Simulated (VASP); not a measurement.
# RbMg6Sn in VASP: notebook, part 2 of 2

VASP 6.6.1. Earlier steps stand in the parts before.

## (3) Single point, PBE (atoms moved at random)

Input file INCAR:

```
PREC = Accurate ; ENCUT = 520
EDIFF = 1E-6 ; ISMEAR = -1
SIGMA = 0.05 ; LREAL = F
LASPH = T ; NELM = 80
ALGO = Fast ; ISIF = 2
LWAVE = F ; LCHARG = F
GGA = PE ; NBANDS = 28
```

Input file KPOINTS:

```
Automatic mesh
0
Gamma
  5 5 5
```

Input file POSCAR:

```
RbMg6Sn
1.0
    5.2243710000      0.0000000000      0.0000000000
    0.0000000000      3.5267185000      6.0981730000
    0.0000000000     -3.5267185000      6.0981730000
Sn Rb Mg
1 1 6
Direct
    0.0111510000      0.8557070000      0.8506450000
    0.4957100000      0.6779430000      0.6598760000
    0.5025960000      0.1708080000      0.1552760000
    0.5012080000      0.6801310000      0.1630350000
    0.5001110000      0.1707870000      0.6705030000
   -0.0055340000      0.3284900000      0.3370910000
    0.0058670000      0.8532080000      0.2940710000
    0.0083500000      0.2925730000      0.8534450000
```

Potentials or basis: VASP PAW PBE potentials, release 64 (Sn_d, Rb_sv, Mg).

Started as:

```sh
cat potpaw_PBE.64/Sn_d/POTCAR potpaw_PBE.64/Rb_sv/POTCAR potpaw_PBE.64/Mg/POTCAR > POTCAR
mpirun -np 1 vasp_std > vasp.out
```

OUTCAR:

```text
PREC = Accurate
   ENCUT = 520
   EDIFF = 1E-6
   ISMEAR = -1
   LREAL = F
   LASPH = T
   NELM = 80
   ISIF = 2
   GGA = PE

 ion  position               nearest neighbor table
   1  0.011  0.856  0.851-   8 3.09   7 3.12   4 3.20   5 3.20   4 3.28   5 3.29   2 3.39   6 3.49
                             2 3.51   6 3.58
   2  0.496  0.678  0.660-   1 3.39   7 3.40   8 3.47   7 3.48   4 3.49   1 3.51   5 3.51   3 3.52
                             5 3.54   3 3.54   4 3.55   8 3.57
   3  0.503  0.171  0.155-   8 3.18   8 3.23   7 3.24   7 3.27   6 3.30   6 3.37   5 3.42   4 3.43
                             2 3.52   2 3.54   4 3.62   5 3.63
   4  0.501  0.680  0.163-   7 3.19   1 3.20   7 3.23   1 3.28   6 3.35   6 3.41   3 3.43   5 3.47
                             2 3.49   2 3.55   5 3.59   3 3.62
   5  0.500  0.171  0.671-   8 3.18   1 3.20   8 3.25   6 3.29   1 3.29   6 3.34   3 3.42   4 3.47
                             2 3.51   2 3.54   4 3.59   3 3.63
   6  0.994  0.328  0.337-   5 3.29   3 3.30   5 3.34   4 3.35   3 3.37   4 3.41   1 3.49   7 3.51
                             8 3.52   8 3.54   7 3.56   1 3.58
   7  0.006  0.853  0.294-   8 3.10   1 3.12   4 3.19   4 3.23   3 3.24   3 3.27   2 3.40   2 3.48
                             6 3.51   6 3.56
   8  0.008  0.293  0.853-   1 3.09   7 3.10   5 3.18   3 3.18   3 3.23   5 3.25   2 3.47   6 3.52
                             6 3.54   2 3.57

  LATTYP: Found a base centered orthorhombic cell.
 ALAT       =     7.0534370000
 B/A-ratio  =     1.7291351720
 C/A-ratio  =     0.7406844351

  Lattice vectors:

 A1 = (   0.0000000000,   3.5267185000,  -6.0981730000)
 A2 = (   0.0000000000,   3.5267185000,   6.0981730000)
 A3 = (   5.2243710000,   0.0000000000,   0.0000000000)

Analysis of symmetry for initial positions (statically):
=====================================================================
 Subroutine PRICEL returns:
 Original cell was already a primitive cell.

 Routine SETGRP: Setting up the symmetry group for a
 base centered orthorhombic supercell.

 Subroutine GETGRP returns: Found  1 space group operations
 (whereof  1 operations were pure point group operations)
 out of a pool of  8 trial point group operations.

The static configuration has the point symmetry C_1 .

Analysis of symmetry for dynamics (positions and initial velocities):
=====================================================================
 Subroutine PRICEL returns:
 Original cell was already a primitive cell.

 Routine SETGRP: Setting up the symmetry group for a
 base centered orthorhombic supercell.

 Subroutine GETGRP returns: Found  1 space group operations
 (whereof  1 operations were pure point group operations)
 out of a pool of  8 trial point group operations.

The dynamic configuration has the point symmetry C_1 .

 Subroutine INISYM returns: Found  1 space group operations
 (whereof  1 operations are pure point group operations),
 and found     1 'primitive' translations

----------------------------------------------------------------------------------------

                                     Primitive cell

  volume of cell :     224.7163

  direct lattice vectors                    reciprocal lattice vectors
     5.224371000  0.000000000  0.000000000     0.191410602  0.000000000  0.000000000
     0.000000000  3.526718500  6.098173000     0.000000000  0.141774854  0.081991770
     0.000000000 -3.526718500  6.098173000     0.000000000 -0.141774854  0.081991770

[... 78 lines left out ...]
   number of dos      NEDOS =    301   number of ions     NIONS =      8
   total plane-waves  NPLWV = 116640
   dimension x,y,z NGX =    40 NGY =   54 NGZ =   54
   dimension x,y,z NGXF=    80 NGYF=  108 NGZF=  108
   ions per type =               1   1   6
   NGX,Y,Z   is equivalent  to a cutoff of  12.73, 12.74, 12.74 a.u.
   NGXF,Y,Z  is equivalent  to a cutoff of  25.46, 25.49, 25.49 a.u.
 SYSTEM =  unknown system
   PREC   = accura    normal or accurate (medium, high low for compatibility)
   ISTART =      0    job   : 0-new  1-cont  2-samecut
   ICHARG =      2    charge: 1-file 2-atom 10-const
   ISPIN  =      1    spin polarized calculation?
   LNONCOLLINEAR =      F non collinear calculations
   LSORBIT =      F    spin-orbit coupling
   LASPH  =      T    aspherical Exc in radial PAW
   ENCUT  =  520.0 eV  38.22 Ry    6.18 a.u.   9.71 13.10 13.10*2*pi/ulx,y,z
   NELM   =     80;   NELMIN=  2; NELMDL= -5     # of ELM steps
   EDIFF  = 0.1E-05   stopping-criterion for ELM
   LREAL  =      F    real-space projection
   EDIFFG = 0.1E-04   stopping-criterion for IOM
   NSW    =      0    number of steps for IOM
   IBRION =     -1    ionic relax: 0-MD 1-quasi-New 2-CG
   NFREE  =      0    steps in history (QN), initial steepest desc. (CG)
   ISIF   =      2    stress and relaxation
   ISYM   =      2    0-nonsym 1-usesym 2-fastsym
   POTIM  = 0.5000    time-step for ionic-motion
   TEBEG  =    0.0;   TEEND  =   0.0 temperature during run
   PSTRESS=    0.0 pullay stress
   NELECT =      35.0000    total number of electrons
   NUPDOWN=      -1.0000    fix difference up-down
   EMIN   =  10.00;   EMAX   =-10.00  energy-range for DOS
   EFERMI =   0.00;   METHOD = LEGACY
   ISMEAR =    -1;   SIGMA  =   0.05  broadening in eV -4-tet -1-fermi 0-gaus
   EFERMI_NEDOS =   21; number of points for ismear=-14 and -15
   IALGO  =     68    algorithm
   IMIX   =      4    mixing-type and parameters
     AMIX     =   0.40;   BMIX     =  1.00
     AMIX_MAG =   1.60;   BMIX_MAG =  1.00
  volume/ion in A,a.u.               =      28.09       189.56
  Fermi-wavevector in a.u.,A,eV,Ry     =   0.880818  1.664504 10.555940  0.775840
  Thomas-Fermi vector in A             =   2.001229
   LORBIT       =      0    0 simple, 1 ext, 2 COOP (PROOUT), +10 PAW based schemes
   GGA     = PE    functional components
   LHFCALC =     F    Hartree Fock is set to
   AEXX    =    0.0000 exact exchange contribution
   IVDW    =     0    specifies the selected vdW correction
   LEPSILON=     F    determine dielectric tensor
   LRPA    =     F    only Hartree local field effects (RPA)
 non-spin polarized calculation
 RMM-DIIS sequential band-by-band and
  energy-cutoff  :      520.00
  volume of cell :      224.72
 maximum number of plane-waves:      6071
   NGX = 19   NGY = 27   NGZ = 27

 number of electron      34.9999996 magnetization

 Free energy of the ion-electron system (eV)
  ---------------------------------------------------
  ext. energy  EPLUGINS =         0.00000000
  ---------------------------------------------------
  free energy    TOTEN  =       -12.49446610 eV

  energy without entropy =      -12.44316912  energy(sigma->0) =      -12.46881761

 E-fermi :   2.6090     XC(G=0):  -8.3242

 val. band max:        2.6059908921   @ k =  -0.2000   0.0000  -0.4000
 cond. band min:       2.6148632696   @ k =   0.2000   0.2000   0.0000
 fundamental gap:      0.0088723775
 Fermi energy:         2.6089996433

 k-point     1 :       0.0000    0.0000    0.0000
  band No.  band energies     occupation
      1     -24.7569      2.00000
      2     -18.4748      2.00000
      3     -18.4736      2.00000
      4     -18.4628      2.00000
      5     -18.4616      2.00000
      6     -18.4581      2.00000
[... 733 lines left out ...]
     27       6.1277      0.00000
     28       6.5576      0.00000

 [... further k-points ...]

------------------------ aborting loop because EDIFF is reached ----------------------------------------

  FORCE on cell =-STRESS in cart. coord.  units (eV):
  Direction    XX          YY          ZZ          XY          YZ          ZX
  --------------------------------------------------------------------------------------
  -------------------------------------------------------------------------------------
  Total       -0.8647127     -0.1049565     -0.0163079      0.0149626     -0.1871043     -0.1761083
  in kB       -6.1652100     -0.7483163     -0.1162717      0.1066798     -1.3340125     -1.2556133
  external PRESSURE =      -2.3432660 kB  Pullay stress =       0.0000000 kB

 VOLUME and BASIS-vectors are now :
 -----------------------------------------------------------------------------
  energy-cutoff  :      520.00
  volume of cell :      224.72
      direct lattice vectors                 reciprocal lattice vectors
     5.224371000  0.000000000  0.000000000     0.191410602  0.000000000  0.000000000
     0.000000000  3.526718500  6.098173000     0.000000000  0.141774854  0.081991770
     0.000000000 -3.526718500  6.098173000     0.000000000 -0.141774854  0.081991770

 POSITION                                       TOTAL-FORCE (eV/Angst)
 -----------------------------------------------------------------------------------
      0.05826      0.01785     10.40563        -0.189631     -0.015486      0.102972
      2.58977      0.06372      8.15825         0.235587     -0.103755      0.099375
      2.62575      0.05478      1.98852         0.012886     -0.023057     -0.035335
      2.61850      1.82365      5.14177         0.044403      0.073917     -0.076222
      2.61277     -1.76236      5.13033         0.057950     -0.066172      0.015312
      5.19546     -0.03033      4.05883         0.053188      0.034949     -0.032489
      0.03065      1.97192      6.99631        -0.094144      0.122916     -0.067086
      0.04362     -1.97804      6.98862        -0.120238     -0.023312     -0.006527
 -----------------------------------------------------------------------------------
    total drift:                               -0.000587     -0.000367      0.000719

  FREE ENERGIE OF THE ION-ELECTRON SYSTEM (eV)
  ---------------------------------------------------
  free  energy   TOTEN  =       -12.4944660972 eV

  energy  without entropy=      -12.4431691169  energy(sigma->0) =      -12.46881761
```

Run time: 7 min. Hardware: 1 thread of Intel Xeon Platinum 8488C (Sapphire Rapids), shared host; peak memory 0.6 GiB.

What came out:

```yaml
Free_energy: -12.4945 eV
Pressure: -0.2 GPa
Largest_force: 0.276 eV/Å
Band_gap_on_the_k_mesh: zero (an odd number of electrons rules out a gap without spin polarisation)
```

Forces in eV/Å, atoms in the order of the input:
```
Sn  -0.190 -0.015  0.103
Rb   0.236 -0.104  0.099
Mg   0.013 -0.023 -0.035
Mg   0.044  0.074 -0.076
Mg   0.058 -0.066  0.015
Mg   0.053  0.035 -0.032
Mg  -0.094  0.123 -0.067
Mg  -0.120 -0.023 -0.007
```

Levels at points of the mesh, in eV from the Fermi level:
| k point | band 16 | band 17 | band 18 | band 19 | band 20 | band 21 |
| --- | --- | --- | --- | --- | --- | --- |
| (0.00, 0.00, 0.00) | -1.29 | -1.16 | -0.37 | 0.92 | 2.02 | 2.30 |

Caveat: the cell differs from its parent crystal (atoms moved at random); spin-orbit coupling is left out, which moves the levels of the heavy elements.
